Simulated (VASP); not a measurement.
Runs of VASP 6.6.1 on Nb. The structure is that of space group Im-3m (No. 229), or close to it. The cells are those of the table. 

```tsv
level	cell	k mesh	smearing	gap on the mesh (eV)	pressure (GPa)
PBE	a = 2.866 Å, angles 109.5°, 1 atom	23 × 23 × 23	methfessel-paxton 0.1 eV	none	-0.4
PBE	a = 2.866 Å, angles 109.5°, 1 atom	34 × 34 × 34	methfessel-paxton 0.1 eV	none	(b)
PBEsol	a = 2.832 Å, angles 109.5°, 1 atom	34 × 34 × 34	fermi-dirac 0.03 eV	none	(a)
PBEsol	a = 2.858 Å, angles 109.5°, 1 atom	34 × 34 × 34	methfessel-paxton 0.1 eV	none	-4.9
PBEsol	a = 2.832 Å, angles 109.5°, 1 atom	23 × 23 × 23	methfessel-paxton 0.1 eV	none	-0.3
```

Alike in all rows: task single point; potentials or basis VASP PAW PBE potentials, release 64 (Nb_sv); no spin polarisation; cutoff (eV) 520.

**Question.** Fill in the values left out.

**Answer.** (a) -0.1; (b) -0.2.

Caveats: the PAW data sets were made with another functional, which shifts forces and pressure a little (at least some runs); the cell stands under tension (at least some runs).

A k mesh can miss the band edges, and the runs leave out spin-orbit coupling on Nb.

A gap of «none» marks levels without a gap at the run's occupations.
